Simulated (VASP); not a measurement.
# SrO in VASP: further runs

The runs below take SrO through single point, with PBEsol.

Program: VASP 6.6.1. These are calculated values, not measurements. Logs are shortened: lines on timing, memory, paths and dates and some standing lists are left out, and cuts for length are marked.

### Step 1. The cell of the first run

Symmetry: I4/mmm, No. 139, tetragonal system. The conventional cell has a = 3.634 Å, b = 3.634 Å, c = 5.242 Å, α = 90.00°, β = 90.00°, γ = 90.00°. Sr (site symmetry 4/mmm) has 6 O at 2.57 to 2.62 Å within 3.4 Å. O (site symmetry 4/mmm) has 6 Sr at 2.57 to 2.62 Å within 3.4 Å.

### Step 2. Single point, PBEsol (zz strain of +2 %)

File INCAR:

```
  PREC = Accurate
  ENCUT = 520
  EDIFF = 1E-6
  ISMEAR = -1
  SIGMA = 0.03
  LREAL = False
  LASPH = True
  NELM = 80
  ALGO = Normal
  ISIF = 2
  LWAVE = False
  LCHARG = True
  GGA = PS
  LELF = True
  LVHAR = True
  NBANDS = 15
```

File KPOINTS:

```
Automatic mesh
0
Gamma
  8 8 8
```

File POSCAR:

```
SrO
1.0
    0.0000000000      2.5698000000      2.6211960000
    2.5698000000      0.0000000000      2.6211960000
    2.5698000000      2.5698000000      0.0000000000
Sr O
1 1
Direct
    0.0000000000      0.0000000000      0.0000000000
    0.5000000000      0.5000000000      0.5000000000
```

Potentials or basis: VASP PAW PBE potentials, release 64 (Sr_sv, O).

Launch:

```console
$ cat potpaw_PBE.64/Sr_sv/POTCAR potpaw_PBE.64/O/POTCAR > POTCAR
$ mpirun -np 1 vasp_std > vasp.out
```

OUTCAR:

```text
PREC = Accurate
   ENCUT = 520
   EDIFF = 1E-6
   ISMEAR = -1
   LREAL = False
   LASPH = True
   NELM = 80
   ISIF = 2
   GGA = PS

 ion  position               nearest neighbor table
   1  0.000  0.000  0.000-   2 2.57   2 2.57   2 2.57   2 2.57   2 2.62   2 2.62
   2  0.500  0.500  0.500-   1 2.57   1 2.57   1 2.57   1 2.57   1 2.62   1 2.62

  LATTYP: Found a body centered tetragonal cell.
 ALAT       =     3.6342460126
 C/A-ratio  =     1.4424978336

  Lattice vectors:

 A1 = (  -2.5698000000,   0.0000000000,   2.6211960000)
 A2 = (   2.5698000000,   0.0000000000,   2.6211960000)
 A3 = (   0.0000000000,   2.5698000000,  -2.6211960000)

Analysis of symmetry for initial positions (statically):
=====================================================================
 Subroutine PRICEL returns:
 Original cell was already a primitive cell.

 Routine SETGRP: Setting up the symmetry group for a
 body centered tetragonal supercell.

 Subroutine GETGRP returns: Found 16 space group operations
 (whereof 16 operations were pure point group operations)
 out of a pool of 16 trial point group operations.

The static configuration has the point symmetry D_4h.

Analysis of symmetry for dynamics (positions and initial velocities):
=====================================================================
 Subroutine PRICEL returns:
 Original cell was already a primitive cell.

 Routine SETGRP: Setting up the symmetry group for a
 body centered tetragonal supercell.

 Subroutine GETGRP returns: Found 16 space group operations
 (whereof 16 operations were pure point group operations)
 out of a pool of 16 trial point group operations.

The dynamic configuration has the point symmetry D_4h.

 Subroutine INISYM returns: Found 16 space group operations
 (whereof 16 operations are pure point group operations),
 and found     1 'primitive' translations

----------------------------------------------------------------------------------------

                                     Primitive cell

  volume of cell :      34.6201

  direct lattice vectors                    reciprocal lattice vectors
     0.000000000  2.569800000  2.621196000    -0.194567671  0.194567671  0.190752618
     2.569800000  0.000000000  2.621196000     0.194567671 -0.194567671  0.190752618
     2.569800000  2.569800000  0.000000000     0.194567671  0.194567671 -0.190752618

  length of vectors
     3.670768381  3.670768381  3.634246013     0.334812960  0.334812960  0.334812960

  position of ions in fractional coordinates (direct lattice)
     0.000000000  0.000000000  0.000000000
     0.500000000  0.500000000  0.500000000

  ion indices of the primitive-cell ions
   primitive index   ion index
                 1           1
                 2           2

----------------------------------------------------------------------------------------

 KPOINTS: Automatic mesh

Automatic generation of k-mesh.
 Grid dimensions read from file:
 generate k-points for:    8    8    8

 Generating k-lattice:

  Cartesian coordinates                     Fractional coordinates (reciprocal lattice)
    -0.024320959  0.024320959  0.023844077     0.125000000  0.000000000  0.000000000
     0.024320959 -0.024320959  0.023844077     0.000000000  0.125000000  0.000000000
     0.024320959  0.024320959 -0.023844077     0.000000000  0.000000000  0.125000000

  Length of vectors
     0.041851620  0.041851620  0.041851620

  Shift w.r.t. Gamma in fractional coordinates (k-lattice)
     0.000000000  0.000000000  0.000000000

 Subroutine IBZKPT returns following result:
 ===========================================

 Found     59 irreducible k-points:

 Following reciprocal coordinates:
            Coordinates               Weight
  0.000000  0.000000  0.000000      1.000000
  0.125000 -0.000000  0.000000      8.000000
  0.250000 -0.000000  0.000000      8.000000
  0.375000 -0.000000  0.000000      8.000000
  0.500000 -0.000000  0.000000      4.000000
  0.125000  0.125000  0.000000      2.000000
[... 16 lines left out ...]
  0.250000 -0.000000  0.125000     16.000000
  0.375000 -0.000000  0.125000     16.000000
 [... further k-points ...]
   k-points           NKPTS =     59   k-points in BZ     NKDIM =     59   number of bands    NBANDS=     15
   number of dos      NEDOS =    301   number of ions     NIONS =      2
   total plane-waves  NPLWV =  21952
   dimension x,y,z NGX =    28 NGY =   28 NGZ =   28
   dimension x,y,z NGXF=    56 NGYF=   56 NGZF=   56
   ions per type =               1   1
   NGX,Y,Z   is equivalent  to a cutoff of  12.68, 12.68, 12.81 a.u.
   NGXF,Y,Z  is equivalent  to a cutoff of  25.36, 25.36, 25.62 a.u.
 SYSTEM =  unknown system
   PREC   = accura    normal or accurate (medium, high low for compatibility)
   ISTART =      0    job   : 0-new  1-cont  2-samecut
   ICHARG =      2    charge: 1-file 2-atom 10-const
   ISPIN  =      1    spin polarized calculation?
   LNONCOLLINEAR =      F non collinear calculations
   LSORBIT =      F    spin-orbit coupling
   LASPH  =      T    aspherical Exc in radial PAW
   ENCUT  =  520.0 eV  38.22 Ry    6.18 a.u.   6.83  6.83  6.76*2*pi/ulx,y,z
   NELM   =     80;   NELMIN=  2; NELMDL= -5     # of ELM steps
   EDIFF  = 0.1E-05   stopping-criterion for ELM
   LREAL  =      F    real-space projection
   EDIFFG = 0.1E-04   stopping-criterion for IOM
   NSW    =      0    number of steps for IOM
   IBRION =     -1    ionic relax: 0-MD 1-quasi-New 2-CG
   NFREE  =      0    steps in history (QN), initial steepest desc. (CG)
   ISIF   =      2    stress and relaxation
   ISYM   =      2    0-nonsym 1-usesym 2-fastsym
   POTIM  = 0.5000    time-step for ionic-motion
   TEBEG  =    0.0;   TEEND  =   0.0 temperature during run
   PSTRESS=    0.0 pullay stress
   NELECT =      16.0000    total number of electrons
   NUPDOWN=      -1.0000    fix difference up-down
   EMIN   =  10.00;   EMAX   =-10.00  energy-range for DOS
   EFERMI =   0.00;   METHOD = LEGACY
   ISMEAR =    -1;   SIGMA  =   0.03  broadening in eV -4-tet -1-fermi 0-gaus
   EFERMI_NEDOS =   21; number of points for ismear=-14 and -15
   IALGO  =     38    algorithm
   IMIX   =      4    mixing-type and parameters
     AMIX     =   0.40;   BMIX     =  1.00
     AMIX_MAG =   1.60;   BMIX_MAG =  1.00
  volume/ion in A,a.u.               =      17.31       116.81
  Fermi-wavevector in a.u.,A,eV,Ry     =   1.265723  2.391870 21.797288  1.602055
  Thomas-Fermi vector in A             =   2.398962
   LORBIT       =      0    0 simple, 1 ext, 2 COOP (PROOUT), +10 PAW based schemes
   GGA     = PS    functional components
   LHFCALC =     F    Hartree Fock is set to
   AEXX    =    0.0000 exact exchange contribution
   IVDW    =     0    specifies the selected vdW correction
   LEPSILON=     F    determine dielectric tensor
   LRPA    =     F    only Hartree local field effects (RPA)
 non-spin polarized calculation
  energy-cutoff  :      520.00
  volume of cell :       34.62
 maximum number of plane-waves:       950
   NGX = 13   NGY = 13   NGZ = 13

 number of electron      15.9999999 magnetization

 Free energy of the ion-electron system (eV)
  ---------------------------------------------------
  ext. energy  EPLUGINS =         0.00000000
  ---------------------------------------------------
  free energy    TOTEN  =       -12.63179119 eV

  energy without entropy =      -12.63179119  energy(sigma->0) =      -12.63179119

 E-fermi :   2.0140     XC(G=0): -10.1886

 val. band max:        1.4252709197   @ k =   0.0000   0.0000   0.0000
 cond. band min:       4.5500321491   @ k =   0.5000   0.0000   0.5000
 fundamental gap:      3.1247612294
 Fermi energy:         2.0139581461

 k-point     1 :       0.0000    0.0000    0.0000
  band No.  band energies     occupation
      1     -30.8964      2.00000
      2     -13.5726      2.00000
      3     -12.5779      2.00000
      4     -12.5636      2.00000
      5     -12.5636      2.00000
      6       1.3595      2.00000
      7       1.4253      2.00000
      8       1.4253      2.00000
      9       5.0887      0.00000
     10       7.4271      0.00000
     11       7.5795      0.00000
     12       7.5795      0.00000
     13       9.5625      0.00000
     14       9.8113      0.00000
     15      13.8039      0.00000

 k-point     2 :       0.1250   -0.0000    0.0000
  band No.  band energies     occupation
      1     -30.8775      2.00000
      2     -13.9411      2.00000
      3     -12.5886      2.00000
      4     -12.5732      2.00000
      5     -12.2450      2.00000
      6       0.9356      2.00000
      7       1.1938      2.00000
      8       1.2274      2.00000
      9       5.7927      0.00000
     10       7.3609      0.00000
     11       7.7934      0.00000
     12       7.8762      0.00000
     13       9.9590      0.00000
     14      10.2156      0.00000
     15      14.8036      0.00000

 k-point     3 :       0.2500   -0.0000    0.0000
  band No.  band energies     occupation
      1     -30.8315      2.00000
      2     -14.5059      2.00000
      3     -12.6235      2.00000
      4     -12.5960      2.00000
      5     -11.7924      2.00000
      6       0.1056      2.00000
      7       0.7811      2.00000
      8       0.7999      2.00000
      9       7.2190      0.00000
     10       7.3844      0.00000
     11       8.6265      0.00000
     12       8.6840      0.00000
     13      10.9551      0.00000
     14      11.2229      0.00000
     15      16.7974      0.00000
[... 343 lines left out ...]
 k-point    23 :       0.2500   -0.0000    0.1250
  band No.  band energies     occupation
      1     -30.8337      2.00000
      2     -14.3665      2.00000
      3     -12.6779      2.00000
      4     -12.6517      2.00000
      5     -11.8806      2.00000
      6       0.1319      2.00000
      7       0.9957      2.00000
      8       1.1110      2.00000
      9       6.5615      0.00000
     10       6.8474      0.00000
     11       8.8605      0.00000
     12       9.0126      0.00000
     13      10.4405      0.00000
     14      11.4288      0.00000
     15      16.8341      0.00000

 k-point    24 :       0.3750   -0.0000    0.1250
  band No.  band energies     occupation
      1     -30.7875      2.00000
      2     -14.7475      2.00000
      3     -12.7130      2.00000
      4     -12.6842      2.00000
      5     -11.6616      2.00000
      6      -0.2627      2.00000
      7       0.5460      2.00000
      8       0.7302      2.00000
      9       6.8894      0.00000
     10       8.1644      0.00000
     11       9.7597      0.00000
     12       9.9390      0.00000
     13      11.6760      0.00000
     14      12.3301      0.00000
     15      16.8663      0.00000

 [... further k-points ...]

------------------------ aborting loop because EDIFF is reached ----------------------------------------

  FORCE on cell =-STRESS in cart. coord.  units (eV):
  Direction    XX          YY          ZZ          XY          YZ          ZX
  --------------------------------------------------------------------------------------
  -------------------------------------------------------------------------------------
  Total       -0.2635610     -0.2635610     -0.7578561      0.0000000      0.0000000      0.0000000
  in kB      -12.1972951    -12.1972951    -35.0726990      0.0000000      0.0000000      0.0000000
  external PRESSURE =     -19.8224297 kB  Pullay stress =       0.0000000 kB

 VOLUME and BASIS-vectors are now :
 -----------------------------------------------------------------------------
  energy-cutoff  :      520.00
  volume of cell :       34.62
      direct lattice vectors                 reciprocal lattice vectors
     0.000000000  2.569800000  2.621196000    -0.194567671  0.194567671  0.190752618
     2.569800000  0.000000000  2.621196000     0.194567671 -0.194567671  0.190752618
     2.569800000  2.569800000  0.000000000     0.194567671  0.194567671 -0.190752618

 POSITION                                       TOTAL-FORCE (eV/Angst)
 -----------------------------------------------------------------------------------
      0.00000      0.00000      0.00000         0.000000     -0.000000      0.000000
      2.56980      2.56980      2.62120        -0.000000      0.000000      0.000000
 -----------------------------------------------------------------------------------
    total drift:                                0.000000      0.000000      0.000000

  FREE ENERGIE OF THE ION-ELECTRON SYSTEM (eV)
  ---------------------------------------------------
  free  energy   TOTEN  =       -12.6317911925 eV

  energy  without entropy=      -12.6317911925  energy(sigma->0) =      -12.63179119
```

It took 18 s on 1 thread of Intel Xeon Platinum 8559C (Emerald Rapids), shared host; peak memory 0.17 GiB.

Results:

```yaml
Free_energy: -12.6318 eV
Pressure: -2.0 GPa
Band_gap_on_the_k_mesh: 3.12 eV, indirect (least direct gap 3.22 eV)
```

Caveat: the cell differs from its parent crystal (zz strain of +2 %); the PAW data sets were made with another functional, which shifts forces and pressure a little. A k mesh can miss the band edges.

### Step 3. Single point, PBEsol (equal xy, yz and zx shear strains of -2 %)

File INCAR:

```
SYSTEM = SrO
PREC = Accurate
ENCUT = 520
EDIFF = 1E-7
ISMEAR = -1
SIGMA = 0.03
LREAL = .FALSE.
LASPH = .TRUE.
NELM = 80
ALGO = Normal
ISIF = 2
LWAVE = .FALSE.
LCHARG = .FALSE.
GGA = PS
NBANDS = 15
```

File KPOINTS:

```
regular mesh
0
G
  8 8 8
  0 0 0
```

File POSCAR:

```
SrO
1.0
   -0.0513960000      2.5441020000      2.5441020000
    2.5441020000     -0.0513960000      2.5441020000
    2.5441020000      2.5441020000     -0.0513960000
Sr O
1 1
Direct
    0.0000000000      0.0000000000      0.0000000000
    0.5000000000      0.5000000000      0.5000000000
```

Potentials or basis: VASP PAW PBE potentials, release 64 (Sr_sv, O).

Launch:

```console
$ cat potpaw_PBE.64/Sr_sv/POTCAR potpaw_PBE.64/O/POTCAR > POTCAR
$ mpirun -np 1 vasp_std > vasp.out
```

OUTCAR:

```text
SYSTEM = SrO
   PREC = Accurate
   ENCUT = 520
   EDIFF = 1E-7
   ISMEAR = -1
   LREAL = .FALSE.
   LASPH = .TRUE.
   NELM = 80
   ISIF = 2
   GGA = PS

 ion  position               nearest neighbor table
   1  0.000  0.000  0.000-   2 2.57   2 2.57   2 2.57   2 2.57   2 2.57   2 2.57
   2  0.500  0.500  0.500-   1 2.57   1 2.57   1 2.57   1 2.57   1 2.57   1 2.57

  LATTYP: Found a trigonal (rhomboedric) cell.
 ALAT       =     3.5982706293
 COS(alpha) =     0.4797000918

  Lattice vectors:

 A1 = (  -0.0513960000,   2.5441020000,   2.5441020000)
 A2 = (   2.5441020000,  -0.0513960000,   2.5441020000)
 A3 = (   2.5441020000,   2.5441020000,  -0.0513960000)

Analysis of symmetry for initial positions (statically):
=====================================================================
 Subroutine PRICEL returns:
 Original cell was already a primitive cell.

 Routine SETGRP: Setting up the symmetry group for a
 trigonal (rhombohedral) supercell.

 Subroutine GETGRP returns: Found 12 space group operations
 (whereof 12 operations were pure point group operations)
 out of a pool of 12 trial point group operations.
[... 175 lines left out ...]
      5     -12.3778      2.00000
      6       1.4805      2.00000
      7       1.4805      2.00000
      8       1.5428      2.00000
      9       5.3254      0.00000
     10       7.5255      0.00000
     11       7.5255      0.00000
     12       7.9347      0.00000
     13       9.8710      0.00000
     14       9.8710      0.00000
[... 401 lines left out ...]
      2     -14.6056      2.00000
      3     -12.5897      2.00000
      4     -12.4192      2.00000
      5     -11.5100      2.00000
      6      -0.1332      2.00000
      7       0.5167      2.00000
      8       1.0838      2.00000
      9       7.2542      0.00000
     10       8.1186      0.00000
     11       8.8654      0.00000
     12      10.0457      0.00000
     13      11.7860      0.00000
     14      12.1300      0.00000
     15      17.6574      0.00000

 [... further k-points ...]

------------------------ aborting loop because EDIFF is reached ----------------------------------------

  FORCE on cell =-STRESS in cart. coord.  units (eV):
  Direction    XX          YY          ZZ          XY          YZ          ZX
  --------------------------------------------------------------------------------------
  -------------------------------------------------------------------------------------
  Total       -0.0685983     -0.0685983     -0.0685983      0.2197815      0.2197815      0.2197815
  in kB       -3.2391216     -3.2391216     -3.2391216     10.3777919     10.3777919     10.3777919
  external PRESSURE =      -3.2391216 kB  Pullay stress =       0.0000000 kB

 VOLUME and BASIS-vectors are now :
 -----------------------------------------------------------------------------
  energy-cutoff  :      520.00
  volume of cell :       33.93
      direct lattice vectors                 reciprocal lattice vectors
    -0.051396000  2.544102000  2.544102000    -0.190675531  0.194606985  0.194606985
     2.544102000 -0.051396000  2.544102000     0.194606985 -0.190675531  0.194606985
     2.544102000  2.544102000 -0.051396000     0.194606985  0.194606985 -0.190675531

 POSITION                                       TOTAL-FORCE (eV/Angst)
 -----------------------------------------------------------------------------------
      0.00000      0.00000      0.00000         0.000000     -0.000000      0.000000
      2.51840      2.51840      2.51840        -0.000000      0.000000     -0.000000
 -----------------------------------------------------------------------------------
    total drift:                                0.000000      0.000000      0.000000

  FREE ENERGIE OF THE ION-ELECTRON SYSTEM (eV)
  ---------------------------------------------------
  free  energy   TOTEN  =       -12.6329792759 eV

  energy  without entropy=      -12.6329792759  energy(sigma->0) =      -12.63297928
```

stdout:

```text
POSCAR found type information on POSCAR SrO
 POSCAR found :  2 types and       2 ions
 scaLAPACK will be used
 -----------------------------------------------------------------------------
|                                                                             |
|                                                                             |
|     You enforced a specific xc type in the INCAR file but a different       |
|     I HOPE YOU KNOW WHAT YOU ARE DOING!                                     |
|                                                                             |
 -----------------------------------------------------------------------------

 LDA part: xc-table for (Slater+PW92), standard interpolation
 POSCAR, INCAR and KPOINTS ok, starting setup
 FFT: planning ... GRIDC
 FFT: planning ... GRID_SOFT
 FFT: planning ... GRID
 WAVECAR not read
 entering main loop
```

Run time: 26 s. Hardware: 1 thread of Intel Xeon Platinum 8559C (Emerald Rapids), shared host; peak memory 0.17 GiB.

Results:

```yaml
Free_energy: -12.6330 eV
Pressure: -0.3 GPa
Band_gap_on_the_k_mesh: 3.11 eV, indirect (least direct gap 3.21 eV)
```

Stress tensor (GPa, compression positive):
```
-0.32  1.04  1.04
 1.04 -0.32  1.04
 1.04  1.04 -0.32
```

Levels at points of the mesh, in eV from the valence-band top:
| k point | band 5 | band 6 | band 7 | band 8 | band 9 | band 10 | band 11 | band 12 |
| --- | --- | --- | --- | --- | --- | --- | --- | --- |
| (0.00, 0.00, 0.00) | -13.92 | -0.06 | -0.06 | 0.00 | 3.78 | 5.98 | 5.98 | 6.39 |
| (0.50, 0.00, 0.00) | -12.72 | -2.27 | -1.24 | -1.10 | 6.41 | 8.24 | 8.56 | 8.98 |
| (0.50, 0.50, 0.00) | -14.29 | -0.48 | -0.15 | -0.10 | 3.11 | 7.72 | 10.14 | 10.19 |
| (0.50, 0.50, 0.50) | -12.81 | -2.27 | -1.29 | -1.29 | 6.52 | 8.31 | 8.95 | 8.95 |

Caveat: the cell differs from its parent crystal (equal xy, yz and zx shear strains of -2 %); the PAW data sets were made with another functional, which shifts forces and pressure a little.
